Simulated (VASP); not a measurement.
# HgTe (F-43m) in VASP: further runs

Runs on HgTe. Level: PBE. Tasks: single point.

Program: VASP 6.6.1. These are calculated values, not measurements. Logs are shortened: lines on timing, memory, paths and dates and some standing lists are left out, and cuts for length are marked.

## Step 1: The cell of the first run

The structure is cubic, space group F-43m (No. 216). Conventional cell: a = 6.375 Å, b = 6.375 Å, c = 6.375 Å, α = 90.00°, β = 90.00°, γ = 90.00°. Within 3.6 Å of Hg (site symmetry -43m) lie 4 Te at 2.76 Å. Te (site symmetry -43m) has 4 Hg at 2.76 Å within 3.6 Å.

## Step 2: Single point, PBE (32.39 Å³/atom)

File INCAR:

```
SYSTEM = HgTe
ALGO     = Normal         ! electronic algorithm
EDIFF    = 1E-6           ! SCF threshold, eV
ENCUT    = 520            ! plane-wave cutoff, eV
GGA      = PE             ! functional
ISIF     = 2              ! what is computed and relaxed
ISMEAR   = 0              ! smearing method
LASPH    = .TRUE.         ! aspherical terms in the spheres
LCHARG   = .TRUE.         ! write CHGCAR
LELF     = .TRUE.         ! ELF
LREAL    = .FALSE.        ! projectors in reciprocal space
LVHAR    = .TRUE.       
LWAVE    = .FALSE.        ! write WAVECAR
NBANDS   = 16             ! bands
NELM     = 60             ! most SCF steps
PREC     = Accurate       ! precision mode
SIGMA    = 0.1            ! smearing width, eV
```

File KPOINTS:

```
k-points
0
G
  12 12 12
  0 0 0
```

File POSCAR:

```
HgTe
1.0
    0.0000000000      3.1876432743      3.1876432743
    3.1876432743      0.0000000000      3.1876432743
    3.1876432743      3.1876432743      0.0000000000
Hg Te
1 1
Direct
    0.0000000000      0.0000000000      0.0000000000
    0.2500000000      0.2500000000      0.2500000000
```

Potentials or basis: VASP PAW PBE potentials, release 64 (Hg, Te).

Run with:

```console
> cat potpaw_PBE.64/Hg/POTCAR potpaw_PBE.64/Te/POTCAR > POTCAR
> mpirun -np 1 vasp_std > vasp.out
```

OUTCAR:

```text
SYSTEM = HgTe
   EDIFF = 1E-6
   ENCUT = 520
   GGA = PE
   ISIF = 2
   ISMEAR = 0
   LASPH = .TRUE.
   LREAL = .FALSE.
   NELM = 60
   PREC = Accurate

 ion  position               nearest neighbor table
   1  0.000  0.000  0.000-   2 2.76   2 2.76   2 2.76   2 2.76
   2  0.250  0.250  0.250-   1 2.76   1 2.76   1 2.76   1 2.76

  LATTYP: Found a face centered cubic cell.
 ALAT       =     6.3752865486

  Lattice vectors:

 A1 = (   0.0000000000,   3.1876432743,   3.1876432743)
 A2 = (   3.1876432743,   0.0000000000,   3.1876432743)
 A3 = (   3.1876432743,   3.1876432743,   0.0000000000)

Analysis of symmetry for initial positions (statically):
=====================================================================
 Subroutine PRICEL returns:
 Original cell was already a primitive cell.

 Routine SETGRP: Setting up the symmetry group for a
 face centered cubic supercell.

 Subroutine GETGRP returns: Found 24 space group operations
 (whereof 24 operations were pure point group operations)
 out of a pool of 48 trial point group operations.

The static configuration has the point symmetry T_d .

Analysis of symmetry for dynamics (positions and initial velocities):
=====================================================================
 Subroutine PRICEL returns:
 Original cell was already a primitive cell.

 Routine SETGRP: Setting up the symmetry group for a
 face centered cubic supercell.

 Subroutine GETGRP returns: Found 24 space group operations
 (whereof 24 operations were pure point group operations)
 out of a pool of 48 trial point group operations.

The dynamic configuration has the point symmetry T_d .

 Subroutine INISYM returns: Found 24 space group operations
 (whereof 24 operations are pure point group operations),
 and found     1 'primitive' translations

----------------------------------------------------------------------------------------

                                     Primitive cell

  volume of cell :      64.7797

  direct lattice vectors                    reciprocal lattice vectors
     0.000000000  3.187643274  3.187643274    -0.156855695  0.156855695  0.156855695
     3.187643274  0.000000000  3.187643274     0.156855695 -0.156855695  0.156855695
     3.187643274  3.187643274  0.000000000     0.156855695  0.156855695 -0.156855695

  length of vectors
     4.508008351  4.508008351  4.508008351     0.271682033  0.271682033  0.271682033

  position of ions in fractional coordinates (direct lattice)
     0.000000000  0.000000000  0.000000000
     0.250000000  0.250000000  0.250000000

  ion indices of the primitive-cell ions
   primitive index   ion index
                 1           1
                 2           2

----------------------------------------------------------------------------------------

 KPOINTS: k-points

Automatic generation of k-mesh.
 Grid dimensions read from file:
 generate k-points for:   12   12   12

 Generating k-lattice:

  Cartesian coordinates                     Fractional coordinates (reciprocal lattice)
    -0.013071308  0.013071308  0.013071308     0.083333333  0.000000000  0.000000000
     0.013071308 -0.013071308  0.013071308     0.000000000  0.083333333  0.000000000
     0.013071308  0.013071308 -0.013071308     0.000000000  0.000000000  0.083333333

  Length of vectors
     0.022640169  0.022640169  0.022640169

  Shift w.r.t. Gamma in fractional coordinates (k-lattice)
     0.000000000  0.000000000  0.000000000

 Subroutine IBZKPT returns following result:
 ===========================================

 Found     72 irreducible k-points:

 Following reciprocal coordinates:
            Coordinates               Weight
  0.000000  0.000000  0.000000      1.000000
  0.083333  0.000000  0.000000      8.000000
  0.166667  0.000000  0.000000      8.000000
  0.250000  0.000000  0.000000      8.000000
  0.333333  0.000000  0.000000      8.000000
  0.416667  0.000000  0.000000      8.000000
[... 16 lines left out ...]
  0.500000  0.166667  0.000000     24.000000
 -0.416667  0.166667  0.000000     24.000000
 [... further k-points ...]
   k-points           NKPTS =     72   k-points in BZ     NKDIM =     72   number of bands    NBANDS=     16
   number of dos      NEDOS =    301   number of ions     NIONS =      2
   total plane-waves  NPLWV =  46656
   dimension x,y,z NGX =    36 NGY =   36 NGZ =   36
   dimension x,y,z NGXF=    72 NGYF=   72 NGZF=   72
   ions per type =               1   1
   NGX,Y,Z   is equivalent  to a cutoff of  13.28, 13.28, 13.28 a.u.
   NGXF,Y,Z  is equivalent  to a cutoff of  26.55, 26.55, 26.55 a.u.
 SYSTEM =  HgTe
   PREC   = accura    normal or accurate (medium, high low for compatibility)
   ISTART =      0    job   : 0-new  1-cont  2-samecut
   ICHARG =      2    charge: 1-file 2-atom 10-const
   ISPIN  =      1    spin polarized calculation?
   LNONCOLLINEAR =      F non collinear calculations
   LSORBIT =      F    spin-orbit coupling
   LASPH  =      T    aspherical Exc in radial PAW
   ENCUT  =  520.0 eV  38.22 Ry    6.18 a.u.   8.38  8.38  8.38*2*pi/ulx,y,z
   NELM   =     60;   NELMIN=  2; NELMDL= -5     # of ELM steps
   EDIFF  = 0.1E-05   stopping-criterion for ELM
   LREAL  =      F    real-space projection
   EDIFFG = 0.1E-04   stopping-criterion for IOM
   NSW    =      0    number of steps for IOM
   IBRION =     -1    ionic relax: 0-MD 1-quasi-New 2-CG
   NFREE  =      0    steps in history (QN), initial steepest desc. (CG)
   ISIF   =      2    stress and relaxation
   ISYM   =      2    0-nonsym 1-usesym 2-fastsym
   POTIM  = 0.5000    time-step for ionic-motion
   TEBEG  =    0.0;   TEEND  =   0.0 temperature during run
   PSTRESS=    0.0 pullay stress
   NELECT =      18.0000    total number of electrons
   NUPDOWN=      -1.0000    fix difference up-down
   EMIN   =  10.00;   EMAX   =-10.00  energy-range for DOS
   EFERMI =   0.00;   METHOD = LEGACY
   ISMEAR =     0;   SIGMA  =   0.10  broadening in eV -4-tet -1-fermi 0-gaus
   EFERMI_NEDOS =   21; number of points for ismear=-14 and -15
   IALGO  =     38    algorithm
   IMIX   =      4    mixing-type and parameters
     AMIX     =   0.40;   BMIX     =  1.00
     AMIX_MAG =   1.60;   BMIX_MAG =  1.00
  volume/ion in A,a.u.               =      32.39       218.58
  Fermi-wavevector in a.u.,A,eV,Ry     =   1.068282  2.018760 15.527331  1.141227
  Thomas-Fermi vector in A             =   2.203925
   LORBIT       =      0    0 simple, 1 ext, 2 COOP (PROOUT), +10 PAW based schemes
   GGA     = PE    functional components
   LHFCALC =     F    Hartree Fock is set to
   AEXX    =    0.0000 exact exchange contribution
   IVDW    =     0    specifies the selected vdW correction
   LEPSILON=     F    determine dielectric tensor
   LRPA    =     F    only Hartree local field effects (RPA)
 non-spin polarized calculation
 Gauss-broadening in eV      SIGMA  =   0.10
  energy-cutoff  :      520.00
  volume of cell :       64.78
 maximum number of plane-waves:      1807
 NGX is ok and might be reduce to    36
   NGX = 17   NGY = 17   NGZ = 17

 number of electron      17.9999998 magnetization

 Free energy of the ion-electron system (eV)
  ---------------------------------------------------
  ext. energy  EPLUGINS =         0.00000000
  ---------------------------------------------------
  free energy    TOTEN  =        -3.50162351 eV

  energy without entropy =       -3.50147560  energy(sigma->0) =       -3.50154956

 E-fermi :   3.6077     XC(G=0):  -8.9349

 val. band max:        3.5503975674   @ k =   0.0000   0.0000   0.0000
 cond. band min:       4.0417996299   @ k =   0.0833   0.0000   0.0000
 fundamental gap:      0.4914020626
 Fermi energy:         3.6077291668

 k-point     1 :       0.0000    0.0000    0.0000
  band No.  band energies     occupation
      1      -8.7481      2.00000
      2      -4.0580      2.00000
      3      -4.0580      2.00000
      4      -4.0580      2.00000
      5      -3.4760      2.00000
      6      -3.4760      2.00000
[... 8 lines left out ...]
     15      13.1610      0.00000
     16      13.1610      0.00000

 k-point     2 :       0.0833    0.0000    0.0000
  band No.  band energies     occupation
      1      -8.7101      2.00000
      2      -4.0471      2.00000
      3      -4.0471      2.00000
      4      -4.0467      2.00000
      5      -3.4774      2.00000
      6      -3.4774      2.00000
[... 8 lines left out ...]
     15      12.5512      0.00000
     16      12.5512      0.00000

 k-point     3 :       0.1667    0.0000    0.0000
  band No.  band energies     occupation
      1      -8.6036      2.00000
      2      -4.0184      2.00000
      3      -4.0184      2.00000
      4      -4.0029      2.00000
      5      -3.4794      2.00000
      6      -3.4794      2.00000
[... 8 lines left out ...]
     15      12.1093      0.00000
     16      12.1093      0.00000

 k-point     4 :       0.2500    0.0000    0.0000
  band No.  band energies     occupation
      1      -8.4518      2.00000
      2      -3.9820      2.00000
      3      -3.9820      2.00000
      4      -3.8991      2.00000
      5      -3.4777      2.00000
      6      -3.4777      2.00000
[... 8 lines left out ...]
     15      12.0556      0.00000
     16      12.0556      0.00000

 k-point     5 :       0.3333    0.0000    0.0000
  band No.  band energies     occupation
      1      -8.2920      2.00000
      2      -3.9499      2.00000
      3      -3.9499      2.00000
      4      -3.6995      2.00000
      5      -3.4693      2.00000
      6      -3.4693      2.00000
[... 8 lines left out ...]
     15      12.4430      0.00000
     16      12.4430      0.00000

 k-point     6 :       0.4167    0.0000    0.0000
  band No.  band energies     occupation
      1      -8.1699      2.00000
      2      -3.9300      2.00000
      3      -3.9300      2.00000
      4      -3.4581      2.00000
      5      -3.4581      2.00000
      6      -3.3890      2.00000
[... 8 lines left out ...]
     15      13.1429      0.00000
     16      13.1429      0.00000
[... 267 lines left out ...]
 k-point    21 :       0.3333    0.1667    0.0000
  band No.  band energies     occupation
      1      -8.2955      2.00000
      2      -3.9637      2.00000
      3      -3.8978      2.00000
      4      -3.8212      2.00000
      5      -3.4865      2.00000
      6      -3.4453      2.00000
[... 8 lines left out ...]
     15      12.9596      0.00000
     16      13.2894      0.00000

 k-point    22 :       0.4167    0.1667    0.0000
  band No.  band energies     occupation
      1      -8.1597      2.00000
      2      -3.9273      2.00000
      3      -3.8723      2.00000
      4      -3.6574      2.00000
      5      -3.4419      2.00000
      6      -3.4054      2.00000
[... 8 lines left out ...]
     15      13.0020      0.00000
     16      13.7364      0.00000

 k-point    23 :       0.5000    0.1667    0.0000
  band No.  band energies     occupation
      1      -8.0724      2.00000
      2      -3.9078      2.00000
      3      -3.8639      2.00000
      4      -3.5403      2.00000
      5      -3.4475      2.00000
      6      -3.1898      2.00000
[... 8 lines left out ...]
     15      13.2734      0.00000
     16      13.7744      0.00000

 k-point    24 :      -0.4167    0.1667    0.0000
  band No.  band energies     occupation
      1      -8.0610      2.00000
      2      -3.9004      2.00000
      3      -3.8719      2.00000
      4      -3.4975      2.00000
      5      -3.4643      2.00000
      6      -3.1321      2.00000
[... 8 lines left out ...]
     15      12.9314      0.00000
     16      13.1786      0.00000

 [... further k-points ...]

------------------------ aborting loop because EDIFF is reached ----------------------------------------

  FORCE on cell =-STRESS in cart. coord.  units (eV):
  Direction    XX          YY          ZZ          XY          YZ          ZX
  --------------------------------------------------------------------------------------
  -------------------------------------------------------------------------------------
  Total        2.4717179      2.4717179      2.4717179      0.0000000      0.0000000     -0.0000000
  in kB       61.1322446     61.1322446     61.1322446      0.0000000      0.0000000     -0.0000000
  external PRESSURE =      61.1322446 kB  Pullay stress =       0.0000000 kB

 VOLUME and BASIS-vectors are now :
 -----------------------------------------------------------------------------
  energy-cutoff  :      520.00
  volume of cell :       64.78
      direct lattice vectors                 reciprocal lattice vectors
     0.000000000  3.187643274  3.187643274    -0.156855695  0.156855695  0.156855695
     3.187643274  0.000000000  3.187643274     0.156855695 -0.156855695  0.156855695
     3.187643274  3.187643274  0.000000000     0.156855695  0.156855695 -0.156855695

 POSITION                                       TOTAL-FORCE (eV/Angst)
 -----------------------------------------------------------------------------------
      0.00000      0.00000      0.00000         0.000000      0.000000      0.000000
      1.59382      1.59382      1.59382        -0.000000     -0.000000     -0.000000
 -----------------------------------------------------------------------------------
    total drift:                                0.000000      0.000000      0.000000

  FREE ENERGIE OF THE ION-ELECTRON SYSTEM (eV)
  ---------------------------------------------------
  free  energy   TOTEN  =        -3.5016235096 eV

  energy  without entropy=       -3.5014756039  energy(sigma->0) =       -3.50154956
```

It took 88 s on 1 thread of Intel Xeon 8259CL, shared host; peak memory 0.26 GiB.

What came out:

| Quantity | Value |
| --- | --- |
| Free energy | -3.5016 eV |
| Pressure | 6.1 GPa |
| Band gap on the k mesh | zero (filled and empty bands touch) |

Levels at points of the mesh, in eV from the Fermi level:
```tsv
k point	band 6	band 7	band 8	band 9	band 10	band 11	band 12	band 13
(0.00, 0.00, 0.00)	-7.08	-0.68	-0.06	-0.06	-0.06	4.09	4.09	4.09
(0.50, 0.00, 0.00)	-6.75	-5.83	-1.13	-1.13	0.65	4.93	4.93	6.79
(0.50, 0.50, 0.00)	-6.58	-5.73	-2.52	-2.52	1.82	2.32	8.32	8.97
```

Caveat: the cell stands under pressure; semilocal functionals underestimate gaps, so a narrow gap can read as zero; spin-orbit coupling is left out, which moves the levels of the heavy elements.

## Step 3: Single point, PBE

This run uses another cell than the first one, of 33.22 Å³/atom.

File INCAR:

```
SYSTEM = HgTe
PREC = Accurate
ENCUT = 520
EDIFF = 1E-7
ISMEAR = 0
SIGMA = 0.1
LREAL = .FALSE.
LASPH = .TRUE.
NELM = 60
ALGO = Normal
ISIF = 2
LWAVE = .FALSE.
LCHARG = .TRUE.
GGA = PE
LELF = .TRUE.
LVHAR = .TRUE.
NBANDS = 16
```

File KPOINTS:

```
Automatic mesh
0
G
  12 12 12
  0 0 0
```

File POSCAR:

```
HgTe
1.0
    0.0000000000      3.2145000000      3.2145000000
    3.2145000000      0.0000000000      3.2145000000
    3.2145000000      3.2145000000      0.0000000000
Hg Te
1 1
Direct
    0.0000000000      0.0000000000      0.0000000000
    0.2500000000      0.2500000000      0.2500000000
```

Potentials or basis: VASP PAW PBE potentials, release 64 (Hg, Te).

Run with:

```console
> cat potpaw_PBE.64/Hg/POTCAR potpaw_PBE.64/Te/POTCAR > POTCAR
> mpirun -np 1 vasp_std > vasp.out
```

It took 97 s on 1 thread of Intel Xeon 8259CL, shared host; peak memory 0.26 GiB.

The run converged. Its results:

```
Free energy            : -3.5571 eV
Pressure               : 4.6 GPa
Band gap on the k mesh : zero (filled and empty bands touch)
```

Levels at points of the mesh, in eV from the Fermi level:
| k point | band 6 | band 7 | band 8 | band 9 | band 10 | band 11 | band 12 | band 13 |
| --- | --- | --- | --- | --- | --- | --- | --- | --- |
| (0.00, 0.00, 0.00) | -6.96 | -0.75 | -0.06 | -0.06 | -0.06 | 4.14 | 4.14 | 4.14 |
| (0.50, 0.00, 0.00) | -6.65 | -5.66 | -1.08 | -1.08 | 0.65 | 4.95 | 4.95 | 6.80 |
| (0.50, 0.50, 0.00) | -6.49 | -5.59 | -2.41 | -2.41 | 1.83 | 2.39 | 8.22 | 8.87 |

Caveat: the cell stands under pressure; semilocal functionals underestimate gaps, so a narrow gap can read as zero; spin-orbit coupling is left out, which moves the levels of the heavy elements.

(Part 1 of 2 ends here.)
